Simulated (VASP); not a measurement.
# BP (F-43m) in VASP: a series of runs, part 2 of 2

VASP 6.6.1. Earlier steps stand in the parts before.

## Step 5: Relaxation of cell and atoms, PBE

This run uses another cell than the first one, of 11.68 Å³/atom, 1.036 times its volume.

INCAR reads:

```
SYSTEM = BP
PREC = Accurate
ENCUT = 600
EDIFF = 1E-6
ISMEAR = 0
SIGMA = 0.01
LREAL = .False.
LASPH = .True.
NELM = 80
ALGO = Normal
ISIF = 3
LWAVE = .False.
LCHARG = .False.
GGA = PE
IBRION = 2
NSW = 80
EDIFFG = -0.01
```

KPOINTS reads:

```
regular mesh
0
Gamma
  8 8 8
  0 0 0
```

POSCAR reads:

```
BP
1.0
    0.0000000000      2.2690000000      2.2690000000
    2.2690000000      0.0000000000      2.2690000000
    2.2690000000      2.2690000000      0.0000000000
B P
1 1
Direct
    0.0000000000      0.0000000000      0.0000000000
    0.2500000000      0.2500000000      0.2500000000
```

Potentials or basis: VASP PAW PBE potentials, release 64 (B, P).

Run with:

```bash
> cat potpaw_PBE.64/B/POTCAR potpaw_PBE.64/P/POTCAR > POTCAR
> mpirun -np 1 vasp_std > vasp.out
```

OUTCAR:

```text
SYSTEM = BP
   PREC = Accurate
   ENCUT = 600
   EDIFF = 1E-6
   ISMEAR = 0
   LREAL = .False.
   LASPH = .True.
   NELM = 80
   ISIF = 3
   GGA = PE
   IBRION = 2
   NSW = 80
   EDIFFG = -0.01

 ion  position               nearest neighbor table
   1  0.000  0.000  0.000-   2 1.97   2 1.97   2 1.97   2 1.97
   2  0.250  0.250  0.250-   1 1.97   1 1.97   1 1.97   1 1.97

  LATTYP: Found a face centered cubic cell.
 ALAT       =     4.5380000000

  Lattice vectors:

 A1 = (   0.0000000000,   2.2690000000,   2.2690000000)
 A2 = (   2.2690000000,   0.0000000000,   2.2690000000)
 A3 = (   2.2690000000,   2.2690000000,   0.0000000000)

Analysis of symmetry for initial positions (statically):
=====================================================================
 Subroutine PRICEL returns:
 Original cell was already a primitive cell.

 Routine SETGRP: Setting up the symmetry group for a
 face centered cubic supercell.

 Subroutine GETGRP returns: Found 24 space group operations
 (whereof 24 operations were pure point group operations)
 out of a pool of 48 trial point group operations.

[... 170 lines left out ...]
  --------------------------------------------------------------------------------------
  -------------------------------------------------------------------------------------
  Total        0.1328432      0.1328432      0.1328432      0.0000000      0.0000000     -0.0000000
  in kB        9.1099565      9.1099565      9.1099565      0.0000000      0.0000000     -0.0000000
  external PRESSURE =       9.1099565 kB  Pullay stress =       0.0000000 kB
[... 59 lines left out ...]
--------------------------------------- Ionic step        3  -------------------------------------------

 number of electron       8.0000000 magnetization

 Free energy of the ion-electron system (eV)
  ---------------------------------------------------
  ext. energy  EPLUGINS =         0.00000000
  ---------------------------------------------------
  free energy    TOTEN  =       -12.93058692 eV

  energy without entropy =      -12.93058692  energy(sigma->0) =      -12.93058692

 E-fermi :   7.4362     XC(G=0): -10.8828

 val. band max:        7.3675975462   @ k =   0.0000   0.0000   0.0000
 cond. band min:       8.6436131656   @ k =   0.3750   0.3750   0.0000
 fundamental gap:      1.2760156194
 Fermi energy:         7.4361510446

 k-point     1 :       0.0000    0.0000    0.0000
  band No.  band energies     occupation
      1      -8.0431      2.00000
      2       7.3676      2.00000
      3       7.3676      2.00000
      4       7.3676      2.00000
      5      10.7598      0.00000
      6      10.7598      0.00000
      7      10.7598      0.00000
      8      14.6577      0.00000
[... 243 lines left out ...]
 k-point    24 :      -0.3750    0.2500    0.1250
  band No.  band energies     occupation
      1      -4.0858      2.00000
      2      -1.0458      2.00000
      3       2.8581      2.00000
      4       4.2680      2.00000
      5      11.5588      0.00000
      6      12.5470      0.00000
      7      15.6408      0.00000
      8      17.1222      0.00000

 [... further k-points ...]
[... 5 lines left out ...]
  --------------------------------------------------------------------------------------
  -------------------------------------------------------------------------------------
  Total        0.0010833      0.0010833      0.0010833     -0.0000000      0.0000000     -0.0000000
  in kB        0.0738748      0.0738748      0.0738748     -0.0000000      0.0000000     -0.0000000
  external PRESSURE =       0.0738748 kB  Pullay stress =       0.0000000 kB
[... 17 lines left out ...]
  FREE ENERGIE OF THE ION-ELECTRON SYSTEM (eV)
  ---------------------------------------------------
  free  energy   TOTEN  =       -12.9305869185 eV

  energy  without entropy=      -12.9305869185  energy(sigma->0) =      -12.93058692

 reached required accuracy - stopping structural energy minimisation
```

CONTCAR:

```text
BP
   1.00000000000000
     0.0000000000000000    2.2732083904047409    2.2732083904047409
     2.2732083904047409   -0.0000000000000000    2.2732083904047409
     2.2732083904047409    2.2732083904047409    0.0000000000000000
  B               P
     1     1
Direct
     0.0000000000000000    0.0000000000000000    0.0000000000000000
     0.2500000000000000    0.2500000000000000    0.2500000000000000

  0.00000000E+00  0.00000000E+00  0.00000000E+00
  0.00000000E+00  0.00000000E+00  0.00000000E+00
```

It took 7 s on 1 thread of Intel Xeon 6975P-C (Granite Rapids), shared host; peak memory 0.15 GiB.

What came out:

* Free energy: -12.9306 eV
* Relaxed volume: 11.75 Å³/atom
* Relaxed cell: a = 3.215 Å, b = 3.215 Å, c = 3.215 Å, α = 60.00°, β = 60.00°, γ = 60.00°
* Space group after relaxing (to 0.05 Å): F-43m (No. 216)
* Energy gained by relaxing: 0.2 meV/atom
* Ionic steps: 3
* Pressure after relaxing: 0.0 GPa
* Band gap on the k mesh: 1.28 eV, indirect (least direct gap 3.39 eV)

Step by step:
```tsv
step	energy change (eV)	largest force (eV/Å)	pressure (GPa)	volume (Å³)
1	0.0000	0.0000	0.91	23.36
2	-0.0002	0.0000	-0.64	23.59
3	-0.0004	0.0000	0.01	23.49
```

Final structure:
```
B P
1.0
     0.00000    2.27321    2.27321
     2.27321    0.00000    2.27321
     2.27321    2.27321    0.00000
B P
1 1
Direct
  0.00000 0.00000 0.00000
  0.25000 0.25000 0.25000
```

## Step 6: Summary

```csv
task,level,cell,cutoff (eV),gap on the mesh (eV),pressure (GPa)
single point,revPBE+D3(BJ),"a = 3.171 Å, angles 60.0°, 2 atoms",520,1.23,-0.5
single point,PBE,"a = 3.216 Å, angles 60.0°, 2 atoms",520,1.28,-0.2
single point,PBE+D4,"a = 3.185 Å, angles 60.0°, 2 atoms",520,1.24,-0.3
relaxation of cell and atoms,PBE,"relaxed from a = 3.209 Å, angles 60.0°, 2 atoms",600,1.28,0.0
```

Alike in all rows: potentials or basis VASP PAW PBE potentials, release 64 (B, P); no spin polarisation; k mesh 8 × 8 × 8; smearing gaussian 0.01 eV.

Caveats: the PAW data sets were made with another functional, which shifts forces and pressure a little (some runs).

Absolute energies hang on the potentials; compare differences alone.
